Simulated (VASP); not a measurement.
The system is PbS (Galena).

```
Pb S
1.0
     0.00000    2.94585    2.94585
     2.94585    0.00000    2.94585
     2.94585    2.94585    0.00000
Pb S
1 1
Direct
  0.00000 0.00000 0.00000
  0.50000 0.50000 0.50000
```

Base run:

- Program: VASP 6.6.1
- Functional: r2SCAN
- Potentials or basis: VASP PAW PBE potentials, release 64 (Pb_d, S)
- Cutoff: 520 eV
- k mesh: 8 × 8 × 8
- Occupations: fermi-dirac, width 0.05 eV
- Spin: no spin polarisation

Its results: band gap on the k mesh 0.54 eV, direct; pressure 2.6 GPa.

Problem. The run is repeated on the same cell with these changes: functional from r2SCAN to PBEsol; dispersion from none to D4. What comes out?

Solution. Band gap on the k mesh 0.18 eV, direct; pressure -1.0 GPa.

Several settings changed at once, so the effect can't be laid on one alone.

Caveats: the PAW data sets were made with another functional, which shifts forces and pressure a little; spin-orbit coupling is left out, which moves the levels of the heavy elements.

A k mesh can miss the band edges.
